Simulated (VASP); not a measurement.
# KBr (Pm-3m) in VASP: G0W0 quasiparticle levels with PBE

Aim: the G0W0 quasiparticle levels of KBr with PBE.

Program: VASP 6.6.1. These are calculated values, not measurements. Logs are shortened: lines on timing, memory, paths and dates and some standing lists are left out, and cuts for length are marked.

## Step 1: The cell of the first run

The structure is cubic, space group Pm-3m (No. 221). Conventional cell: a = 3.976 Å, b = 3.976 Å, c = 3.976 Å, α = 90.00°, β = 90.00°, γ = 90.00°. Within 4.5 Å of K (site symmetry m-3m) lie 8 Br at 3.44 Å and 6 K at 3.98 Å. Br (site symmetry m-3m) has 8 K at 3.44 Å and 6 Br at 3.98 Å within 4.5 Å.

## Step 2: G0W0 quasiparticle levels, PBE

Contents of POSCAR:

```
KBr
1.0
    3.9758690661      0.0000000000      0.0000000000
    0.0000000000      3.9758690661      0.0000000000
    0.0000000000      0.0000000000      3.9758690661
K Br
1 1
Direct
    0.0000000000      0.0000000000      0.0000000000
    0.5000000000      0.5000000000      0.5000000000
```

Contents of INCAR.step1:

```
SYSTEM = KBr
PREC = Accurate
ENCUT = 500
EDIFF = 1E-8
ISMEAR = 0
SIGMA = 0.01
LREAL = .False.
LASPH = .True.
NELM = 60
ALGO = Normal
LWAVE = .True.
LCHARG = .False.
GGA = PE
```

Contents of INCAR.step2:

```
SYSTEM = KBr
PREC = Accurate
ENCUT = 500
EDIFF = 1E-8
ISMEAR = 0
SIGMA = 0.01
LREAL = .False.
LASPH = .True.
NELM = 1
ALGO = Exact
LWAVE = .True.
LCHARG = .False.
GGA = PE
NBANDS = 270
LOPTICS = .True.
ISTART = 1
```

Contents of INCAR.step3:

```
SYSTEM = KBr
PREC = Accurate
ENCUT = 500
EDIFF = 1E-8
ISMEAR = 0
SIGMA = 0.01
LREAL = .False.
LASPH = .True.
ALGO = EVGW0
LWAVE = .False.
LCHARG = .False.
GGA = PE
NELMGW = 1
NBANDS = 270
ENCUTGW = 150.0
NOMEGA = 48
PRECFOCK = Fast
ISTART = 1
NBANDSGW = 16
```

Contents of KPOINTS:

```
regular mesh
0
Gamma
  4 4 4
  0 0 0
```

Potentials or basis: VASP PAW PBE potentials, release 64 (K_sv_GW, Br_GW).

On the command line:

```
$ cat potpaw_PBE.64/K_sv_GW/POTCAR potpaw_PBE.64/Br_GW/POTCAR > POTCAR
$ cp INCAR.step1 INCAR
$ mpirun -np 1 vasp_std > vasp.out
$ cp INCAR.step2 INCAR
$ mpirun -np 1 vasp_std > vasp.out
$ cp INCAR.step3 INCAR
$ mpirun -np 1 vasp_std > vasp.out
```

OUTCAR:

```text
SYSTEM = KBr
   PREC = Accurate
   ENCUT = 500
   EDIFF = 1E-8
   ISMEAR = 0
   LREAL = .False.
   LASPH = .True.
   GGA = PE
   NELMGW = 1
   ENCUTGW = 150.0
   PRECFOCK = Fast
   ISTART = 1

 ion  position               nearest neighbor table
   1  0.000  0.000  0.000-
   2  0.500  0.500  0.500-

  LATTYP: Found a simple cubic cell.
 ALAT       =     3.9758690661

  Lattice vectors:

 A1 = (   3.9758690661,   0.0000000000,   0.0000000000)
 A2 = (   0.0000000000,   3.9758690661,   0.0000000000)
 A3 = (   0.0000000000,   0.0000000000,   3.9758690661)

Analysis of symmetry for initial positions (statically):
=====================================================================
 Subroutine PRICEL returns:
 Original cell was already a primitive cell.

 Routine SETGRP: Setting up the symmetry group for a
 simple cubic supercell.

 Subroutine GETGRP returns: Found 48 space group operations
 (whereof 48 operations were pure point group operations)
 out of a pool of 48 trial point group operations.

The static configuration has the point symmetry O_h .

Analysis of symmetry for dynamics (positions and initial velocities):
=====================================================================
 Subroutine PRICEL returns:
 Original cell was already a primitive cell.

 Routine SETGRP: Setting up the symmetry group for a
 simple cubic supercell.

 Subroutine GETGRP returns: Found 48 space group operations
 (whereof 48 operations were pure point group operations)
 out of a pool of 48 trial point group operations.

The dynamic configuration has the point symmetry O_h .

 Subroutine INISYM returns: Found 48 space group operations
 (whereof 48 operations are pure point group operations),
 and found     1 'primitive' translations

----------------------------------------------------------------------------------------

                                     Primitive cell

  volume of cell :      62.8487

  direct lattice vectors                    reciprocal lattice vectors
     3.975869066  0.000000000  0.000000000     0.251517337  0.000000000  0.000000000
     0.000000000  3.975869066  0.000000000     0.000000000  0.251517337  0.000000000
     0.000000000  0.000000000  3.975869066     0.000000000  0.000000000  0.251517337

[... 48 lines left out ...]
  0.500000  0.500000  0.250000      6.000000
  0.500000  0.500000  0.500000      1.000000
   k-points           NKPTS =     10   k-points in BZ     NKDIM =     64   number of bands    NBANDS=    270
   number of dos      NEDOS =    301   number of ions     NIONS =      2
   total plane-waves  NPLWV =  27000
   dimension x,y,z NGX =    30 NGY =   30 NGZ =   30
   dimension x,y,z NGXF=    60 NGYF=   60 NGZF=   60
   ions per type =               1   1
   NGX,Y,Z   is equivalent  to a cutoff of  12.54, 12.54, 12.54 a.u.
   NGXF,Y,Z  is equivalent  to a cutoff of  25.09, 25.09, 25.09 a.u.
 SYSTEM =  KBr
   PREC   = accura    normal or accurate (medium, high low for compatibility)
   ISTART =      1    job   : 0-new  1-cont  2-samecut
   ICHARG =      0    charge: 1-file 2-atom 10-const
   ISPIN  =      1    spin polarized calculation?
   LNONCOLLINEAR =      F non collinear calculations
   LSORBIT =      F    spin-orbit coupling
   LASPH  =      T    aspherical Exc in radial PAW
   ENCUT  =  500.0 eV  36.75 Ry    6.06 a.u.   7.25  7.25  7.25*2*pi/ulx,y,z
   NELM   =     60;   NELMIN=  2; NELMDL=  0     # of ELM steps
   EDIFF  = 0.1E-07   stopping-criterion for ELM
   LREAL  =      F    real-space projection
   EDIFFG = 0.1E-06   stopping-criterion for IOM
   NSW    =      0    number of steps for IOM
   IBRION =     -1    ionic relax: 0-MD 1-quasi-New 2-CG
   NFREE  =      0    steps in history (QN), initial steepest desc. (CG)
   ISIF   =      0    stress and relaxation
   ISYM   =      3    0-nonsym 1-usesym 2-fastsym
   POTIM  = 0.5000    time-step for ionic-motion
   TEBEG  =    0.0;   TEEND  =   0.0 temperature during run
   PSTRESS=    0.0 pullay stress
   NELECT =      16.0000    total number of electrons
   NUPDOWN=      -1.0000    fix difference up-down
   EMIN   =  10.00;   EMAX   =-10.00  energy-range for DOS
   EFERMI =   0.00;   METHOD = LEGACY
   ISMEAR =     0;   SIGMA  =   0.01  broadening in eV -4-tet -1-fermi 0-gaus
   EFERMI_NEDOS =   21; number of points for ismear=-14 and -15
   IALGO  =     38    algorithm
   IMIX   =      4    mixing-type and parameters
     AMIX     =   0.40;   BMIX     =  1.00
     AMIX_MAG =   1.60;   BMIX_MAG =  1.00
  volume/ion in A,a.u.               =      31.42       212.06
  Fermi-wavevector in a.u.,A,eV,Ry     =   1.037567  1.960717 14.647283  1.076545
  Thomas-Fermi vector in A             =   2.172011
   LORBIT       =      0    0 simple, 1 ext, 2 COOP (PROOUT), +10 PAW based schemes
   GGA     = PE    functional components
   LHFCALC =     T    Hartree Fock is set to
   PRECFOCK=fast      Normal, Fast or Accurate (Low or Medium for compatibility)
   ENCUT4O =  -1.0   cutoff for four orbital integrals eV
   NKREDX  =     1    reduce k-point grid by
   NKREDY  =     1    reduce k-point grid by
   NKREDZ  =     1    reduce k-point grid by
   AEXX    =    1.0000 exact exchange contribution
   HFSCREEN=    0.0000 screening length (either q_TF or 0.3 A-1)
   HFSCREENC=   0.0000 screening length for correlation (either q_TF or 0.3 A-1)
   ENCUTFOCK=  -1.0 apply spherical cutoff to Coloumb kernel
   IVDW    =     0    specifies the selected vdW correction
   LEPSILON=     F    determine dielectric tensor
   LRPA    =     F    only Hartree local field effects (RPA)
   LRPAFORCE           =     F    calculate RPA forces
   ENCUTGW             = 150.0    cutoff for response function in eV
   ENCUTGWSOFT         = 120.0    soft cutoff for Coulomb kernel in GW response function in eV
   ENCUTLF             =  -1.0    cutoff for local field effects
   NELMGW              =     1    number of iterations in solving QP/BSE equation
   NELMHF              =     1    number of iterations in the inner HF iteration
   NKREDLFX            =     1    NKREDLFY  =   1   NKREDLFZ  =   1
 non-spin polarized calculation
 Gauss-broadening in eV      SIGMA  =   0.01
  energy-cutoff  :      500.00
  volume of cell :       62.85
 maximum number of plane-waves:      1628
 NGX is ok and might be reduce to    30
  NGX = 16; NGY = 16; NGZ = 16
   NGX = 15   NGY = 15   NGZ = 15
 maximum number of plane-waves:       280

 QP shifts <psi_nk| G(iteration)W_0 |psi_nk>: iteration 1
 for sc-GW calculations column KS-energies equals QP-energies in previous step
 and V_xc(KS)=  KS-energies - (<T + V_ion + V_H > + <T+V_H+V_ion>^1  + <V_x>^1)

 k-point   1 :       0.0000    0.0000    0.0000
  band No.  KS-energies  QP-energies   sigma(KS)   V_xc(KS)     V^pw_x(r,r')   Z            occupation Imag(sigma)

      1     -27.7951     -29.5522     -21.3541     -18.5036     -30.7210       0.6164       2.0000       0.7673
      2     -12.0769     -13.5743     -15.9478     -13.8429     -22.1132       0.7114       2.0000       1.3836
      3     -11.2155     -14.1786     -21.5950     -17.8607     -24.7017       0.7935       2.0000       0.1479
      4     -11.2155     -14.1786     -21.5950     -17.8607     -24.7017       0.7935       2.0000       0.1479
      5     -11.2155     -14.1786     -21.5950     -17.8607     -24.7017       0.7935       2.0000       0.1479
      6       0.5262      -1.2891     -14.9880     -12.6934     -16.5143       0.7911       2.0000       0.1050
[... 175 lines left out ...]
      2     -11.6560     -13.0736     -16.2729     -14.2498     -22.3054       0.7007       2.0000       1.2673
      3     -11.3424     -14.3028     -21.3896     -17.6448     -24.4981       0.7905       2.0000       0.1444
      4     -11.3424     -14.3028     -21.3896     -17.6448     -24.4981       0.7905       2.0000       0.1444
      5     -11.3424     -14.3028     -21.3896     -17.6448     -24.4981       0.7905       2.0000       0.1444
      6      -0.7461      -2.6807     -13.9868     -11.5137     -15.7514       0.7822       2.0000       0.1294
[... 8 lines left out ...]
     15      11.9911      15.0206     -10.2601     -13.9996      -6.2905       0.8101       0.0000      -0.1804
     16      11.9911      15.0206     -10.2601     -13.9996      -6.2905       0.8101       0.0000      -0.1804
```

Run time: 5.7 min. Hardware: 1 thread of AMD EPYC 9R45 (Zen 5), shared host; peak memory 0.86 GiB.

What came out:

| Property | Result |
| --- | --- |
| Band gap on the k mesh, mean-field level | 4.01 eV, indirect (least direct gap 4.29 eV) |
| Quasiparticle gap | 6.41 eV |
| Least direct quasiparticle gap | 6.72 eV |

Levels at points of the mesh, in eV from the valence-band top:
| k point | band 6 | band 7 | band 8 | band 9 | band 10 | band 11 |
| --- | --- | --- | --- | --- | --- | --- |
| (0.00, 0.00, 0.00) | -0.28 | -0.28 | -0.28 | 4.01 | 5.79 | 5.79 |
| (0.50, 0.00, 0.00) | -2.10 | -0.26 | -0.26 | 6.65 | 7.18 | 7.92 |
| (0.50, 0.50, 0.00) | -1.48 | -1.48 | 0.00 | 5.23 | 6.53 | 8.06 |
| (0.50, 0.50, 0.50) | -1.55 | -1.55 | -1.55 | 7.49 | 7.49 | 7.49 |

Caveat: bands, screening cutoff and mesh are small and nothing is extrapolated, so the quasiparticle values aren't converged.
